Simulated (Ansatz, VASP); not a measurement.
FeO in VASP and in Ansatz

The input INCAR:

```
PREC = Accurate
ENCUT = 600
EDIFF = 1E-6
ISMEAR = -1
SIGMA = 0.05
LREAL = False
LASPH = True
NELM = 200
ALGO = Normal
ISIF = 2
LWAVE = False
LCHARG = True
ISPIN = 2
MAGMOM = 3 0
LORBIT = 11
LMAXMIX = 4
GGA = PE
LELF = True
LVHAR = True
NBANDS = 22
GGA_COMPAT = False
```

Contents of KPOINTS:

```
Automatic mesh
0
Gamma
  11 11 11
```

POSCAR

```
FeO
1.0
    1.5176821100      0.8762341800      2.5157945800
   -1.5176821100      0.8762341800      2.5157945800
    0.0000000000     -1.7524683500      2.5157945800
Fe O
1 1
Direct
    0.0000000000      0.0000000000      0.0000000000
    0.5000000000      0.5000000000      0.5000000000
```

The input input.yaml:

```yaml
crystal:
  lattice:
    - [1.51768211, 0.87623418, 2.51579458]
    - [-1.51768211, 0.87623418, 2.51579458]
    - [0.0, -1.75246835, 2.51579458]
  atoms:
    - { symbol: Fe, position: [0.0, 0.0, 0.0], spin: 3.0 }
    - { symbol: O, position: [0.5, 0.5, 0.5] }
hamiltonian:
  xc: pbe
  pseudopotentials: { kind: paw }
magnetization:
  spin_polarized: true
kpoints:
  mp_grid: { grid: [11, 11, 11] }
scf:
  occupations: { method: fermi_dirac, width: 0.05 }
output:
  forces: true
  stress: true
  eigenvalues: true
```

Alike in both runs: task single point; functional PBE; k mesh 11 × 11 × 11; occupations fermi-dirac, width 0.05 eV; collinear spin.

|  | VASP | Ansatz |
| --- | --- | --- |
| version | VASP 6.6.1 | Ansatz 0.2.0 |
| potentials or method | VASP PAW PBE potentials, release 64 (Fe_sv, O) | Ansatz PAW |
| plane-wave cutoff (eV) | 600 | 420 |
| valence electrons in the cell | 22 | 22 |

|  | VASP | Ansatz | Ansatz less VASP |
| --- | --- | --- | --- |
| gap on the k mesh at the Fermi level (eV) | none | none | - |
| pressure (GPa) | -3.0 | -0.6 | +2.34 |
| traceless stress, the component that is largest in VASP (GPa) | -0.60 | -0.59 | +0.008 |
| net moment per atom (μB) | 2.00 | 2.00 | 0.000 |
| size of the moment on the site where the two differ most (μB) | 3.48 | 3.45 | -0.026 |

Site moments also hang on the region over which each program counts them. A gap of «none» marks a metal or a gap that the smearing closes.
